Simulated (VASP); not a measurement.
Set up this calculation in VASP 6.6.1, as the native input.

* Task: single point
* Functional: PBE
* Potentials or basis: VASP PAW PBE potentials, release 64 (C, H)
* Cutoff: 520 eV
* k mesh: 1 × 1 × 8
* Occupations: gaussian, width 0.05 eV
* Spin: no spin polarisation
* Dipole correction: no
* Further INCAR settings: LREAL = Auto; ALGO = Normal; EDIFF = 1e-06; NBANDS = 65

The structure of H2C11 lies in POSCAR:

```
H2C11
1.0
   23.2000000000      0.0000000000      0.0000000000
    0.0000000000      9.3000000000      0.0000000000
    0.0000000000      0.0000000000      4.2869268845
C H
22 4
Direct
    0.7126988775      0.5000000000      0.3327022794
    0.7647723718      0.5000000000      0.8404979142
    0.6063221529      0.5000000000      0.3342310044
    0.6596367123      0.5000000000      0.8330703181
    0.5000000000      0.5000000000      0.3332501300
    0.5531153665      0.5000000000      0.8336769729
    0.3936778471      0.5000000000      0.3342310044
    0.4468846335      0.5000000000      0.8336769729
    0.2873011225      0.5000000000      0.3327022794
    0.3403632877      0.5000000000      0.8330703181
    0.2352276282      0.5000000000      0.8404979142
    0.7647723718      0.5000000000      0.1595020858
    0.6596367123      0.5000000000      0.1669296819
    0.7126988775      0.5000000000      0.6672977206
    0.5531153665      0.5000000000      0.1663230271
    0.6063221529      0.5000000000      0.6657689956
    0.4468846335      0.5000000000      0.1663230271
    0.5000000000      0.5000000000      0.6667498700
    0.3403632877      0.5000000000      0.1669296819
    0.3936778471      0.5000000000      0.6657689956
    0.2352276282      0.5000000000      0.1595020858
    0.2873011225      0.5000000000      0.6672977206
    0.8060031108      0.5000000000      0.7201361673
    0.1939968892      0.5000000000      0.7201361673
    0.8060031108      0.5000000000      0.2798638327
    0.1939968892      0.5000000000      0.2798638327
```

The input as run:

INCAR

```
SYSTEM = H2C11
PREC = Accurate ; ENCUT = 520
EDIFF = 1E-6 ; ISMEAR = 0
SIGMA = 0.05 ; LREAL = Auto
LASPH = .TRUE. ; NELM = 80
ALGO = Normal ; ISIF = 2
LWAVE = .FALSE. ; LCHARG = .FALSE.
GGA = PE ; NBANDS = 65
```

KPOINTS

```
Automatic mesh
0
G
  1 1 8
  0 0 0
```

Potentials or basis: VASP PAW PBE potentials, release 64 (C, H).

The run is started by

```console
$ cat potpaw_PBE.64/C/POTCAR potpaw_PBE.64/H/POTCAR > POTCAR
$ mpirun -np 1 vasp_std > vasp.out
```

Results of the run:

* Largest force: 0.030 eV/Å
* Band gap on the k mesh: 0.24 eV

Run time: 4.8 min on 1 thread of Intel(R) Xeon(R) 6975P-C (Granite Rapids), on a shared host, peak memory 0.89 GiB.
